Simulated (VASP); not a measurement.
# Hf (Im-3m) in VASP: notebook, part 2 of 2

VASP 6.6.1.

**4. Single point, PBE (volume scaled by 0.55, level accurate)**

INCAR

```
  ALGO = Normal
  EDIFF = 1E-6
  ENCUT = 520
  GGA = PE
  ISIF = 2
  ISMEAR = -1
  LASPH = T
  LCHARG = T
  LELF = T
  LREAL = F
  LVHAR = T
  LWAVE = F
  NBANDS = 11
  NELM = 60
  PREC = Accurate
  SIGMA = 0.08
```

KPOINTS

```
k-points
0
Gamma
  17 17 17
```

POSCAR

```
Hf
1.0
   -1.4535096590      1.4535096590      1.4535096590
    1.4535096590     -1.4535096590      1.4535096590
    1.4535096590      1.4535096590     -1.4535096590
Hf
1
Direct
    0.0000000000      0.0000000000      0.0000000000
```

Potentials or basis: VASP PAW PBE potentials, release 64 (Hf_pv).

Run with:

```bash
> cat potpaw_PBE.64/Hf_pv/POTCAR > POTCAR
> mpirun -np 1 vasp_std > vasp.out
```

OUTCAR:

```text
EDIFF = 1E-6
   ENCUT = 520
   GGA = PE
   ISIF = 2
   ISMEAR = -1
   LASPH = T
   LREAL = F
   NELM = 60
   PREC = Accurate

 ion  position               nearest neighbor table
   1  0.000  0.000  0.000-

  LATTYP: Found a body centered cubic cell.
 ALAT       =     2.9070193180

  Lattice vectors:

 A1 = (  -1.4535096590,   1.4535096590,   1.4535096590)
 A2 = (   1.4535096590,  -1.4535096590,   1.4535096590)
 A3 = (   1.4535096590,   1.4535096590,  -1.4535096590)

Analysis of symmetry for initial positions (statically):
=====================================================================
 Subroutine PRICEL returns:
 Original cell was already a primitive cell.

 Routine SETGRP: Setting up the symmetry group for a
 body centered cubic supercell.

 Subroutine GETGRP returns: Found 48 space group operations
 (whereof 48 operations were pure point group operations)
 out of a pool of 48 trial point group operations.

The static configuration has the point symmetry O_h .

Analysis of symmetry for dynamics (positions and initial velocities):
=====================================================================
 Subroutine PRICEL returns:
 Original cell was already a primitive cell.

 Routine SETGRP: Setting up the symmetry group for a
 body centered cubic supercell.

 Subroutine GETGRP returns: Found 48 space group operations
 (whereof 48 operations were pure point group operations)
 out of a pool of 48 trial point group operations.

The dynamic configuration has the point symmetry O_h .

 Subroutine INISYM returns: Found 48 space group operations
 (whereof 48 operations are pure point group operations),
 and found     1 'primitive' translations

----------------------------------------------------------------------------------------

                                     Primitive cell

  volume of cell :      12.2833

  direct lattice vectors                    reciprocal lattice vectors
    -1.453509659  1.453509659  1.453509659     0.000000000  0.343994962  0.343994962
     1.453509659 -1.453509659  1.453509659     0.343994962  0.000000000  0.343994962
     1.453509659  1.453509659 -1.453509659     0.343994962  0.343994962  0.000000000

  length of vectors
     2.517552579  2.517552579  2.517552579     0.486482341  0.486482341  0.486482341

  position of ions in fractional coordinates (direct lattice)
     0.000000000  0.000000000  0.000000000

  ion indices of the primitive-cell ions
   primitive index   ion index
                 1           1

----------------------------------------------------------------------------------------

 KPOINTS: k-points

Automatic generation of k-mesh.
 Grid dimensions read from file:
 generate k-points for:   17   17   17

 Generating k-lattice:

  Cartesian coordinates                     Fractional coordinates (reciprocal lattice)
     0.000000000  0.020234998  0.020234998     0.058823529  0.000000000  0.000000000
     0.020234998  0.000000000  0.020234998     0.000000000  0.058823529  0.000000000
     0.020234998  0.020234998  0.000000000     0.000000000  0.000000000  0.058823529

  Length of vectors
     0.028616608  0.028616608  0.028616608

  Shift w.r.t. Gamma in fractional coordinates (k-lattice)
     0.000000000  0.000000000  0.000000000

 Subroutine IBZKPT returns following result:
 ===========================================

 Found    165 irreducible k-points:

 Following reciprocal coordinates:
            Coordinates               Weight
  0.000000  0.000000  0.000000      1.000000
  0.058824  0.000000  0.000000     12.000000
  0.117647  0.000000  0.000000     12.000000
  0.176471  0.000000  0.000000     12.000000
  0.235294  0.000000  0.000000     12.000000
  0.294118  0.000000  0.000000     12.000000
[... 16 lines left out ...]
  0.411765  0.117647  0.000000     48.000000
  0.176471  0.176471  0.000000     24.000000
 [... further k-points ...]
   k-points           NKPTS =    165   k-points in BZ     NKDIM =    165   number of bands    NBANDS=     11
   number of dos      NEDOS =    301   number of ions     NIONS =      1
   total plane-waves  NPLWV =   8000
   dimension x,y,z NGX =    20 NGY =   20 NGZ =   20
   dimension x,y,z NGXF=    40 NGYF=   40 NGZF=   40
   ions per type =               1
   NGX,Y,Z   is equivalent  to a cutoff of  13.21, 13.21, 13.21 a.u.
   NGXF,Y,Z  is equivalent  to a cutoff of  26.41, 26.41, 26.41 a.u.
 SYSTEM =  unknown system
   PREC   = accura    normal or accurate (medium, high low for compatibility)
   ISTART =      0    job   : 0-new  1-cont  2-samecut
   ICHARG =      2    charge: 1-file 2-atom 10-const
   ISPIN  =      1    spin polarized calculation?
   LNONCOLLINEAR =      F non collinear calculations
   LSORBIT =      F    spin-orbit coupling
   LASPH  =      T    aspherical Exc in radial PAW
   ENCUT  =  520.0 eV  38.22 Ry    6.18 a.u.   4.68  4.68  4.68*2*pi/ulx,y,z
   NELM   =     60;   NELMIN=  2; NELMDL= -5     # of ELM steps
   EDIFF  = 0.1E-05   stopping-criterion for ELM
   LREAL  =      F    real-space projection
   EDIFFG = 0.1E-04   stopping-criterion for IOM
   NSW    =      0    number of steps for IOM
   IBRION =     -1    ionic relax: 0-MD 1-quasi-New 2-CG
   NFREE  =      0    steps in history (QN), initial steepest desc. (CG)
   ISIF   =      2    stress and relaxation
   ISYM   =      2    0-nonsym 1-usesym 2-fastsym
   POTIM  = 0.5000    time-step for ionic-motion
   TEBEG  =    0.0;   TEEND  =   0.0 temperature during run
   PSTRESS=    0.0 pullay stress
   NELECT =      10.0000    total number of electrons
   NUPDOWN=      -1.0000    fix difference up-down
   EMIN   =  10.00;   EMAX   =-10.00  energy-range for DOS
   EFERMI =   0.00;   METHOD = LEGACY
   ISMEAR =    -1;   SIGMA  =   0.08  broadening in eV -4-tet -1-fermi 0-gaus
   EFERMI_NEDOS =   21; number of points for ismear=-14 and -15
   IALGO  =     38    algorithm
   IMIX   =      4    mixing-type and parameters
     AMIX     =   0.40;   BMIX     =  1.00
     AMIX_MAG =   1.60;   BMIX_MAG =  1.00
  volume/ion in A,a.u.               =      12.28        82.89
  Fermi-wavevector in a.u.,A,eV,Ry     =   1.528634  2.888700 31.793041  2.336723
  Thomas-Fermi vector in A             =   2.636366
   LORBIT       =      0    0 simple, 1 ext, 2 COOP (PROOUT), +10 PAW based schemes
   GGA     = PE    functional components
   LHFCALC =     F    Hartree Fock is set to
   AEXX    =    0.0000 exact exchange contribution
   IVDW    =     0    specifies the selected vdW correction
   LEPSILON=     F    determine dielectric tensor
   LRPA    =     F    only Hartree local field effects (RPA)
 non-spin polarized calculation
  energy-cutoff  :      520.00
  volume of cell :       12.28
 maximum number of plane-waves:       341
   NGX =  9   NGY =  9   NGZ =  9

 number of electron      10.0000000 magnetization

 number of electron       9.9999998 magnetization

 Free energy of the ion-electron system (eV)
  ---------------------------------------------------
  ext. energy  EPLUGINS =         0.00000000
  ---------------------------------------------------
  free energy    TOTEN  =        -6.56595455 eV

  energy without entropy =       -6.55394550  energy(sigma->0) =       -6.55995003

 E-fermi :   9.5359     XC(G=0): -14.3484

 val. band max:        9.5273486933   @ k =  -0.2941   0.2941   0.1176
 cond. band min:       9.5380799287   @ k =  -0.3529  -0.4706   0.1765
 fundamental gap:      0.0107312354
 Fermi energy:         9.5358581325

 k-point     1 :       0.0000    0.0000    0.0000
  band No.  band energies     occupation
      1     -17.9496      2.00000
      2     -17.9496      2.00000
      3     -17.9496      2.00000
      4       1.5114      2.00000
      5      11.1252      0.00000
      6      11.1252      0.00000
      7      11.1252      0.00000
      8      15.9950      0.00000
      9      15.9950      0.00000
     10      24.4576      0.00000
     11      26.0481      0.00000

 k-point     2 :       0.0588    0.0000    0.0000
  band No.  band energies     occupation
      1     -18.1529      2.00000
      2     -18.0026      2.00000
      3     -17.9533      2.00000
      4       1.8085      2.00000
      5      10.9232      0.00000
      6      11.0674      0.00000
      7      11.3985      0.00000
      8      15.6028      0.00000
      9      15.9702      0.00000
     10      24.4573      0.00000
     11      26.3410      0.00000
[... 295 lines left out ...]
 k-point    24 :       0.1765    0.1765    0.0000
  band No.  band energies     occupation
      1     -21.0889      2.00000
      2     -19.0127      2.00000
      3     -18.3033      2.00000
      4       5.7722      2.00000
      5       8.4813      2.00000
      6       9.5043      1.19466
      7      14.4414      0.00000
      8      17.8501      0.00000
      9      18.5300      0.00000
     10      24.4484      0.00000
     11      29.1240      0.00000

 [... further k-points ...]
[... 5 lines left out ...]
  --------------------------------------------------------------------------------------
  -------------------------------------------------------------------------------------
  Total       12.5353049     12.5353049     12.5353049     -0.0000000     -0.0000000      0.0000000
  in kB     1635.0525971   1635.0525971   1635.0525971     -0.0000000     -0.0000000      0.0000000
  external PRESSURE =    1635.0525971 kB  Pullay stress =       0.0000000 kB

 VOLUME and BASIS-vectors are now :
 -----------------------------------------------------------------------------
  energy-cutoff  :      520.00
  volume of cell :       12.28
      direct lattice vectors                 reciprocal lattice vectors
    -1.453509659  1.453509659  1.453509659     0.000000000  0.343994962  0.343994962
     1.453509659 -1.453509659  1.453509659     0.343994962  0.000000000  0.343994962
     1.453509659  1.453509659 -1.453509659     0.343994962  0.343994962  0.000000000

 POSITION                                       TOTAL-FORCE (eV/Angst)
 -----------------------------------------------------------------------------------
      0.00000      0.00000      0.00000         0.000000     -0.000000     -0.000000
 -----------------------------------------------------------------------------------
    total drift:                                0.000000     -0.000000      0.000000

  FREE ENERGIE OF THE ION-ELECTRON SYSTEM (eV)
  ---------------------------------------------------
  free  energy   TOTEN  =        -6.5659545508 eV

  energy  without entropy=       -6.5539455023  energy(sigma->0) =       -6.55995003
```

stdout:

```text
POSCAR found type information on POSCAR Hf
 POSCAR found :  1 types and       1 ions
 scaLAPACK will be used
 LDA part: xc-table for (Slater+PW92), standard interpolation
 POSCAR, INCAR and KPOINTS ok, starting setup
 FFT: planning ... GRIDC
 FFT: planning ... GRID_SOFT
 FFT: planning ... GRID
 WAVECAR not read
 entering main loop
```

Run time: 16 s. Hardware: 1 thread of Intel Xeon 6975P-C, shared host; peak memory 0.14 GiB.

Results:

| Property | Result |
| --- | --- |
| Free energy | -6.5660 eV |
| Pressure | 163.5 GPa |
| Band gap on the k mesh | zero (band 5 reaches 11.13 eV, above the bottom of band 6 at 8.45 eV) |

Levels at points of the mesh, in eV from the Fermi level:
```tsv
k point	band 1	band 2	band 3	band 4	band 5	band 6	band 7	band 8	band 9	band 10
(0.00, 0.00, 0.00)	-27.49	-27.49	-27.49	-8.02	1.59	1.59	1.59	6.46	6.46	14.92
```

Caveat: spin-orbit coupling is left out, which moves the levels of the heavy elements.
